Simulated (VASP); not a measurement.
Runs of VASP 6.6.1 on SnO (Romarchite). The structure is that of space group P4/nmm (No. 129), or close to it. The cells are those of the table. 

| cell | gap on the mesh (eV) | pressure (GPa) | largest force (eV/Å) |
| --- | --- | --- | --- |
| a = 3.945, b = 3.945, c = 5.027 Å, 4 atoms | 0.85 | -4.5 | 0.84 |
| a = 3.849, b = 3.849, c = 4.905 Å, 4 atoms | 0.62 | (d) | (b) |
| a = 3.897, b = 3.897, c = 4.967 Å, 4 atoms | 0.74 | -1.9 | 0.43 |
| a = 3.694, b = 3.694, c = 4.708 Å, 4 atoms | (c) | (a) | 1.93 |
| a = 3.747, b = 3.747, c = 4.775 Å, 4 atoms | 0.34 | 9.9 | 1.21 |
| a = 3.799, b = 3.799, c = 4.841 Å, 4 atoms | 0.49 | 5.1 | 0.58 |

Alike in all rows: task single point; level PBE; potentials or basis VASP PAW PBE potentials, release 64 (Sn_d, O); no spin polarisation; k mesh 5 × 5 × 4; cutoff (eV) 520; smearing gaussian 0.01 eV.

Estimate the missing entries.

(a) 15.8; (b) 0.04; (c) 0.17; (d) 1.2.

Caveats: spin-orbit coupling is left out, which moves the levels of the heavy elements; forces of over 1 eV/Å act on the atoms, so gaps and moduli don't describe the material at rest (some runs).

A k mesh can miss the band edges, and the runs leave out spin-orbit coupling on Sn.
